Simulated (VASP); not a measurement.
A run of VASP 6.6.1:

File POSCAR:

```
BaTiO3
1.0
    3.9939696187      0.0000000000      0.0000000000
    0.0000000000      3.9939696187      0.0000000000
    0.0000000000      0.0000000000      3.9941038410
Ba Ti O
1 1 3
Direct
    0.0000000000      0.0000000000      0.0000000000
    0.5208564431      0.5000000000      0.5000000000
    0.5000000000      0.5000000000      0.0000000000
    0.5000000000      0.0000000000      0.5000000000
    0.0000000000      0.5000000000      0.5000000000
```

INCAR.step1

```
PREC = Accurate ; ENCUT = 520
ISMEAR = 0 ; SIGMA = 0.05
LREAL = False ; LASPH = True
NELM = 100 ; NBANDS = 28
GGA = PE ; ALGO = Normal
EDIFF = 1E-4 ; LWAVE = True
LCHARG = False
```

Contents of INCAR.step2:

```
PREC = Accurate ; ENCUT = 520
EDIFF = 1E-6 ; ISMEAR = 0
SIGMA = 0.05 ; LREAL = False
LASPH = True ; NELM = 100
ALGO = Normal ; ISIF = 2
LWAVE = False ; LCHARG = True
METAGGA = R2SCAN ; LMIXTAU = True
LELF = True ; LVHAR = True
NBANDS = 28 ; ISTART = 1
```

File KPOINTS:

```
Automatic mesh
0
Gamma
  8 8 8
```

Potentials or basis: VASP PAW PBE potentials, release 64 (Ba_sv, Ti_sv, O).

Command:

```bash
$ cat potpaw_PBE.64/Ba_sv/POTCAR potpaw_PBE.64/Ti_sv/POTCAR potpaw_PBE.64/O/POTCAR > POTCAR
$ cp INCAR.step1 INCAR
$ mpirun -np 1 vasp_std > vasp.out
$ cp INCAR.step2 INCAR
$ mpirun -np 1 vasp_std > vasp.out
```

Hardware: 1 thread of Intel(R) Xeon(R) Platinum 8488C (Sapphire Rapids) (shared host).

Task: Estimate the wall time of this run.

Result: Wall time 7.1 min on 1 thread of Intel(R) Xeon(R) Platinum 8488C (Sapphire Rapids), on a shared host, peak memory 0.34 GiB. Counts: k points 125.
